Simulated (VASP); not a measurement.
# P in VASP: single point with PBE

Aim: the single point of P with PBE.

Program: VASP 6.6.1. These are calculated values, not measurements. Logs are shortened: lines on timing, memory, paths and dates and some standing lists are left out, and cuts for length are marked.

### Step 1. The cell of the first run

The cell holds a slab with vacuum, 4 atoms: a = 3.284 Å, b = 34.857 Å, c = 4.632 Å, α = 90.00°, β = 90.00°, γ = 90.00°.

### Step 2. Single point, PBE

Input file INCAR:

```
PREC = Accurate
ENCUT = 520
EDIFF = 1E-7
ISMEAR = 0
SIGMA = 0.05
LREAL = F
LASPH = T
NELM = 60
ALGO = Normal
ISIF = 2
LWAVE = F
LCHARG = F
GGA = PE
NBANDS = 18
```

Input file KPOINTS:

```
regular mesh
0
Gamma
  8 1 6
```

Input file POSCAR:

```
P
1.0
    3.2837277200      0.0000000000      0.0000000000
    0.0000000000     34.8570309900      0.0000000000
    0.0000000000      0.0000000000      4.6320847100
P
4
Direct
    0.0000000000      0.9702614300      0.5921507200
    0.0000000000      0.0297385700      0.4078492800
    0.5000000000      0.0297385700      0.0921507200
    0.5000000000      0.9702614300      0.9078492800
```

Potentials or basis: VASP PAW PBE potentials, release 64 (P).

Launch:

```bash
$ cat potpaw_PBE.64/P/POTCAR > POTCAR
$ mpirun -np 1 vasp_std > vasp.out
```

OUTCAR:

```text
PREC = Accurate
   ENCUT = 520
   EDIFF = 1E-7
   ISMEAR = 0
   LREAL = F
   LASPH = T
   NELM = 60
   ISIF = 2
   GGA = PE

 ion  position               nearest neighbor table
   1  0.000  0.970  0.592-   4 2.20   4 2.20   2 2.24
   2  0.000  0.030  0.408-   3 2.20   3 2.20   1 2.24
   3  0.500  0.030  0.092-   2 2.20   2 2.20   4 2.24
   4  0.500  0.970  0.908-   1 2.20   1 2.20   3 2.24

  LATTYP: Found a simple orthorhombic cell.
 ALAT       =     3.2837277200
 B/A-ratio  =     1.4106177811
 C/A-ratio  =    10.6150795566

  Lattice vectors:

 A1 = (  -3.2837277200,   0.0000000000,   0.0000000000)
 A2 = (   0.0000000000,   0.0000000000,   4.6320847100)
 A3 = (   0.0000000000,  34.8570309900,   0.0000000000)

Analysis of symmetry for initial positions (statically):
=====================================================================
 Subroutine PRICEL returns:
 Original cell was already a primitive cell.

 Routine SETGRP: Setting up the symmetry group for a
 simple orthorhombic supercell.

 Subroutine GETGRP returns: Found  8 space group operations
 (whereof  4 operations were pure point group operations)
 out of a pool of  8 trial point group operations.

The static configuration has the point symmetry C_2h.
 The point group associated with its full space group is D_2h.

Analysis of symmetry for dynamics (positions and initial velocities):
=====================================================================
 Subroutine PRICEL returns:
 Original cell was already a primitive cell.

 Routine SETGRP: Setting up the symmetry group for a
 simple orthorhombic supercell.

 Subroutine GETGRP returns: Found  8 space group operations
 (whereof  4 operations were pure point group operations)
 out of a pool of  8 trial point group operations.

The dynamic configuration has the point symmetry C_2h.
 The point group associated with its full space group is D_2h.

 Subroutine INISYM returns: Found  8 space group operations
 (whereof  4 operations are pure point group operations),
 and found     1 'primitive' translations

----------------------------------------------------------------------------------------

                                     Primitive cell

  volume of cell :     530.1930

  direct lattice vectors                    reciprocal lattice vectors
     3.283727720  0.000000000  0.000000000     0.304531948  0.000000000  0.000000000
     0.000000000 34.857030990  0.000000000     0.000000000  0.028688617  0.000000000
     0.000000000  0.000000000  4.632084710     0.000000000  0.000000000  0.215885516

  length of vectors
     3.283727720 34.857030990  4.632084710     0.304531948  0.028688617  0.215885516

  position of ions in fractional coordinates (direct lattice)
     0.000000000  0.970261430  0.592150720
     0.000000000  0.029738570  0.407849280
     0.500000000  0.029738570  0.092150720
     0.500000000  0.970261430  0.907849280

  ion indices of the primitive-cell ions
   primitive index   ion index
                 1           1
                 2           2
                 3           3
                 4           4

----------------------------------------------------------------------------------------

 KPOINTS: regular mesh

Automatic generation of k-mesh.
 Grid dimensions read from file:
 generate k-points for:    8    1    6

 Generating k-lattice:

  Cartesian coordinates                     Fractional coordinates (reciprocal lattice)
     0.038066494  0.000000000  0.000000000     0.125000000  0.000000000  0.000000000
     0.000000000  0.028688617  0.000000000     0.000000000  1.000000000  0.000000000
     0.000000000  0.000000000  0.035980919     0.000000000  0.000000000  0.166666667

  Length of vectors
     0.038066494  0.028688617  0.035980919

  Shift w.r.t. Gamma in fractional coordinates (k-lattice)
     0.000000000  0.000000000  0.000000000

 Subroutine IBZKPT returns following result:
 ===========================================

 Found     20 irreducible k-points:

 Following reciprocal coordinates:
            Coordinates               Weight
  0.000000  0.000000  0.000000      1.000000
  0.125000  0.000000  0.000000      2.000000
  0.250000  0.000000  0.000000      2.000000
  0.375000  0.000000  0.000000      2.000000
  0.500000  0.000000  0.000000      1.000000
  0.000000  0.000000  0.166667      2.000000
[... 12 lines left out ...]
  0.375000  0.000000  0.500000      2.000000
  0.500000  0.000000  0.500000      1.000000
   k-points           NKPTS =     20   k-points in BZ     NKDIM =     20   number of bands    NBANDS=     18
   number of dos      NEDOS =    301   number of ions     NIONS =      4
   total plane-waves  NPLWV = 233280
   dimension x,y,z NGX =    24 NGY =  270 NGZ =   36
   dimension x,y,z NGXF=    48 NGYF=  540 NGZF=   72
   ions per type =               4
   NGX,Y,Z   is equivalent  to a cutoff of  12.15, 12.88, 12.92 a.u.
   NGXF,Y,Z  is equivalent  to a cutoff of  24.30, 25.75, 25.84 a.u.
 SYSTEM =  unknown system
   PREC   = accura    normal or accurate (medium, high low for compatibility)
   ISTART =      0    job   : 0-new  1-cont  2-samecut
   ICHARG =      2    charge: 1-file 2-atom 10-const
   ISPIN  =      1    spin polarized calculation?
   LNONCOLLINEAR =      F non collinear calculations
   LSORBIT =      F    spin-orbit coupling
   LASPH  =      T    aspherical Exc in radial PAW
   ENCUT  =  520.0 eV  38.22 Ry    6.18 a.u.   6.11 64.81  8.61*2*pi/ulx,y,z
   NELM   =     60;   NELMIN=  2; NELMDL= -5     # of ELM steps
   EDIFF  = 0.1E-06   stopping-criterion for ELM
   LREAL  =      F    real-space projection
   EDIFFG = 0.1E-05   stopping-criterion for IOM
   NSW    =      0    number of steps for IOM
   IBRION =     -1    ionic relax: 0-MD 1-quasi-New 2-CG
   NFREE  =      0    steps in history (QN), initial steepest desc. (CG)
   ISIF   =      2    stress and relaxation
   ISYM   =      2    0-nonsym 1-usesym 2-fastsym
   POTIM  = 0.5000    time-step for ionic-motion
   TEBEG  =    0.0;   TEEND  =   0.0 temperature during run
   PSTRESS=    0.0 pullay stress
   NELECT =      20.0000    total number of electrons
   NUPDOWN=      -1.0000    fix difference up-down
   EMIN   =  10.00;   EMAX   =-10.00  energy-range for DOS
   EFERMI =   0.00;   METHOD = LEGACY
   ISMEAR =     0;   SIGMA  =   0.05  broadening in eV -4-tet -1-fermi 0-gaus
   EFERMI_NEDOS =   21; number of points for ismear=-14 and -15
   IALGO  =     38    algorithm
   IMIX   =      4    mixing-type and parameters
     AMIX     =   0.40;   BMIX     =  1.00
     AMIX_MAG =   1.60;   BMIX_MAG =  1.00
  volume/ion in A,a.u.               =     132.55       894.48
  Fermi-wavevector in a.u.,A,eV,Ry     =   0.549044  1.037542  4.101461  0.301449
  Thomas-Fermi vector in A             =   1.580001
   LORBIT       =      0    0 simple, 1 ext, 2 COOP (PROOUT), +10 PAW based schemes
   GGA     = PE    functional components
   LHFCALC =     F    Hartree Fock is set to
   AEXX    =    0.0000 exact exchange contribution
   IVDW    =     0    specifies the selected vdW correction
   LEPSILON=     F    determine dielectric tensor
   LRPA    =     F    only Hartree local field effects (RPA)
 non-spin polarized calculation
 Gauss-broadening in eV      SIGMA  =   0.05
  energy-cutoff  :      520.00
  volume of cell :      530.19
 maximum number of plane-waves:     14344
   NGX = 13   NGY =129   NGZ = 17

 number of electron      20.0000001 magnetization

 Free energy of the ion-electron system (eV)
  ---------------------------------------------------
  ext. energy  EPLUGINS =         0.00000000
  ---------------------------------------------------
  free energy    TOTEN  =       -21.45587986 eV

  energy without entropy =      -21.45587986  energy(sigma->0) =      -21.45587986

 E-fermi :  -3.2152     XC(G=0):  -1.7517

 val. band max:       -3.4332980358   @ k =   0.0000   0.0000   0.0000
 cond. band min:      -2.4926818487   @ k =   0.0000   0.0000   0.0000
 fundamental gap:      0.9406161871
 Fermi energy:        -3.2152125518

 k-point     1 :       0.0000    0.0000    0.0000
  band No.  band energies     occupation
      1     -18.5718      2.00000
      2     -16.0867      2.00000
      3     -12.7201      2.00000
      4      -9.2123      2.00000
      5      -8.1049      2.00000
      6      -8.0106      2.00000
[... 10 lines left out ...]
     17       1.6356      0.00000
     18       1.7780      0.00000

 k-point     2 :       0.1250    0.0000    0.0000
  band No.  band energies     occupation
      1     -18.3838      2.00000
      2     -15.8904      2.00000
      3     -12.7951      2.00000
      4      -9.0732      2.00000
      5      -8.2997      2.00000
      6      -7.8458      2.00000
[... 10 lines left out ...]
     17       1.7748      0.00000
     18       1.8530      0.00000

 k-point     3 :       0.2500    0.0000    0.0000
  band No.  band energies     occupation
      1     -17.8259      2.00000
      2     -15.3041      2.00000
      3     -13.2632      2.00000
      4      -9.5564      2.00000
      5      -8.9289      2.00000
      6      -8.7037      2.00000
[... 10 lines left out ...]
     17       1.9844      0.00000
     18       2.3764      0.00000

 k-point     4 :       0.3750    0.0000    0.0000
  band No.  band energies     occupation
      1     -16.9198      2.00000
      2     -14.3750      2.00000
      3     -14.3369      2.00000
      4     -11.3638      2.00000
      5      -9.0252      2.00000
      6      -8.3463      2.00000
[... 291 lines left out ...]
      4     -11.8446      2.00000
      5      -8.9471      2.00000
      6      -8.9471      2.00000
[... 10 lines left out ...]
     17       2.9350      0.00000
     18       2.9350      0.00000

 k-point    19 :       0.3750    0.0000    0.5000
  band No.  band energies     occupation
      1     -15.9628      2.00000
      2     -15.9628      2.00000
      3     -12.6630      2.00000
      4     -12.6630      2.00000
      5      -9.1334      2.00000
      6      -9.1334      2.00000
[... 10 lines left out ...]
     17       3.2252      0.00000
     18       3.2252      0.00000

 k-point    20 :       0.5000    0.0000    0.5000
  band No.  band energies     occupation
      1     -15.3711      2.00000
      2     -15.3711      2.00000
      3     -13.4109      2.00000
      4     -13.4109      2.00000
      5      -8.4849      2.00000
      6      -8.4849      2.00000
[... 10 lines left out ...]
     17       3.0929      0.00000
     18       3.0929      0.00000

------------------------ aborting loop because EDIFF is reached ----------------------------------------

  FORCE on cell =-STRESS in cart. coord.  units (eV):
  Direction    XX          YY          ZZ          XY          YZ          ZX
  --------------------------------------------------------------------------------------
  -------------------------------------------------------------------------------------
  Total        0.8321198      0.6662969      0.9836471      0.0000000      0.0000000      0.0000000
  in kB        2.5145622      2.0134661      2.9724591      0.0000000      0.0000000      0.0000000
  external PRESSURE =       2.5001625 kB  Pullay stress =       0.0000000 kB

 VOLUME and BASIS-vectors are now :
 -----------------------------------------------------------------------------
  energy-cutoff  :      520.00
  volume of cell :      530.19
      direct lattice vectors                 reciprocal lattice vectors
     3.283727720  0.000000000  0.000000000     0.304531948  0.000000000  0.000000000
     0.000000000 34.857030990  0.000000000     0.000000000  0.028688617  0.000000000
     0.000000000  0.000000000  4.632084710     0.000000000  0.000000000  0.215885516

 POSITION                                       TOTAL-FORCE (eV/Angst)
 -----------------------------------------------------------------------------------
      0.00000     33.82043      2.74289         0.000000     -0.164073     -0.262116
      0.00000      1.03660      1.88919        -0.000000      0.164073      0.262116
      1.64186      1.03660      0.42685        -0.000000      0.164073     -0.262116
      1.64186     33.82043      4.20523        -0.000000     -0.164073      0.262116
 -----------------------------------------------------------------------------------
    total drift:                               -0.000000      0.000000     -0.000000

  FREE ENERGIE OF THE ION-ELECTRON SYSTEM (eV)
  ---------------------------------------------------
  free  energy   TOTEN  =       -21.4558798629 eV

  energy  without entropy=      -21.4558798629  energy(sigma->0) =      -21.45587986
```

It took 5.7 min on 1 thread of AMD EPYC 7R43 (Zen 3), shared host; peak memory 0.51 GiB.

What came out:

```yaml
Free_energy: -21.4559 eV
Largest_force: 0.309 eV/Å
Band_gap_on_the_k_mesh: 0.94 eV, direct
```

Forces on the atoms (eV/Å):
```
P    0.000 -0.164 -0.262
P    0.000  0.164  0.262
P    0.000  0.164 -0.262
P    0.000 -0.164  0.262
```
